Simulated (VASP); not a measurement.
FeO:

```
Fe O
1.0
     0.00000    2.15426    2.15426
     2.15426    0.00000    2.15426
     2.15426    2.15426    0.00000
Fe O
1 1
Direct
  0.00000 0.00000 0.00000
  0.50000 0.50000 0.50000
```

Base run:

```yaml
Program: VASP 6.6.1
Functional: PBE
Potentials_or_basis: VASP PAW PBE potentials, release 64 (Fe_sv, O)
Cutoff: 600 eV
k_mesh: 14 × 14 × 14
Occupations: gaussian, width 0.05 eV
Spin: collinear spin, ferromagnetic start
Starting_moments: "[4.0, 0.0] μB"
Hubbard_terms: Fe d U = 2.0 eV
```

Its results: band gap on the k mesh zero (filled and empty bands overlap); pressure -1.8 GPa; net moment 4.00 μB per cell; site moments Fe +3.57; O +0.26 μB.

Task: The run is repeated on the same cell with these changes: potentials or basis from VASP PAW PBE potentials, release 64 (Fe_sv, O) to VASP PAW PBE potentials, release 64 (Fe, O); cutoff from 600 eV to 520 eV; further incar settings from ALGO = Normal; EDIFF = 1e-06; NBANDS = 22 to ALGO = Normal; EDIFF = 1e-07; NBANDS = 18; valence electrons from 22 to 14. What comes out?

Result: Band gap on the k mesh zero (filled and empty bands overlap); pressure 0.1 GPa; net moment 4.00 μB per cell; site moments Fe +3.71; O +0.25 μB.

Caveats: a cell with one magnetic atom can't hold antiferromagnetic order, which such compounds often take.
